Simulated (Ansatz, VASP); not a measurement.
**Two plane-wave programs on Nb**

Contents of POSCAR:

```
Nb
1.0
    0.0000000000      2.1428321391      2.1428321391
    2.1428321391      0.0000000000      2.1428321391
    2.1428321391      2.1428321391      0.0000000000
Nb
1
Direct
    0.0000000000      0.0000000000      0.0000000000
```

The input INCAR.step1:

```
  ALGO = Normal
  EDIFF = 1E-4
  ENCUT = 520
  GGA = PE
  ISMEAR = -1
  LASPH = True
  LCHARG = False
  LREAL = False
  LWAVE = True
  NBANDS = 12
  NELM = 80
  PREC = Accurate
  SIGMA = 0.05
```

INCAR.step2

```
  ALGO = Normal
  EDIFF = 1E-6
  ENCUT = 520
  ISIF = 2
  ISMEAR = -1
  ISTART = 1
  LASPH = True
  LCHARG = False
  LMIXTAU = True
  LREAL = False
  LWAVE = False
  METAGGA = R2SCAN
  NBANDS = 12
  NELM = 80
  PREC = Accurate
  SIGMA = 0.05
```

File KPOINTS:

```
k-points
0
Gamma
  11 11 11
```

input.yaml

```yaml
crystal:
  lattice:
    - [0.0, 2.1428321391, 2.1428321391]
    - [2.1428321391, 0.0, 2.1428321391]
    - [2.1428321391, 2.1428321391, 0.0]
  atoms:
    - { symbol: Nb, position: [0.0, 0.0, 0.0] }
hamiltonian:
  xc: r2scan
  pseudopotentials: { kind: paw }
kpoints:
  mp_grid: { grid: [11, 11, 11] }
scf:
  occupations: { method: fermi_dirac, width: 0.05 }
output:
  forces: true
  stress: true
  eigenvalues: true
  write_density: true
  write_potential: true
  elf: true
  volumetric_format: npy
```

Alike in both runs: task single point; functional r2SCAN; k mesh 11 × 11 × 11; occupations fermi-dirac, width 0.05 eV; no spin polarisation.

|  | VASP | Ansatz |
| --- | --- | --- |
| version | VASP 6.6.1 | Ansatz 0.2.0 |
| potentials or method | VASP PAW PBE potentials, release 64 (Nb_sv) | Ansatz PAW |
| plane-wave cutoff (eV) | 520 | 500 |
| valence electrons in the cell | 13 | 13 |

|  | VASP | Ansatz | Ansatz less VASP |
| --- | --- | --- | --- |
| gap on the k mesh at the Fermi level (eV) | none | none | - |
| pressure (GPa) | -8.2 | -8.0 | +0.17 |

VASP's potentials were made for PBE, not for r2SCAN. A gap of «none» marks a metal or a gap that the smearing closes.
